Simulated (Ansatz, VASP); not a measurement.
## One calculation of Li2O, two programs

```xyz
3
Lattice="0.0000 2.3128 2.3128 2.3128 0.0000 2.3128 2.3128 2.3128 0.0000" Properties=species:S:1:pos:R:3 pbc="T T T"
Li    1.1564    1.1564    1.1564
Li    3.4691    3.4691    3.4691
O     0.0000    0.0000    0.0000
```

Alike in both runs: task relaxation of cell and atoms; functional PBE; k mesh 8 × 8 × 8; occupations gaussian, width 0.02 eV; no spin polarisation.

|  | VASP | Ansatz |
| --- | --- | --- |
| version | VASP 6.6.1 | Ansatz 0.2.0 |
| potentials or method | VASP PAW PBE potentials, release 64 (Li_sv, O), cutoff 750 eV | scalar-relativistic, plane waves, PAW |
| valence electrons in the cell | 12 | 12 |

Ansatz gave:

| Item | Value |
| --- | --- |
| gap on the k mesh at the Fermi level, each at its own relaxed structure (eV) | 4.98 |
| relaxed volume (Å³/atom) | 8.25 |
| relaxed cell length with the largest relative difference (Å) | 3.271 |

Question: Estimate VASP's values.

Answer: gap on the k mesh at the Fermi level, each at its own relaxed structure (eV): 4.98; relaxed volume (Å³/atom): 8.23; relaxed cell length with the largest relative difference (Å): 3.268.
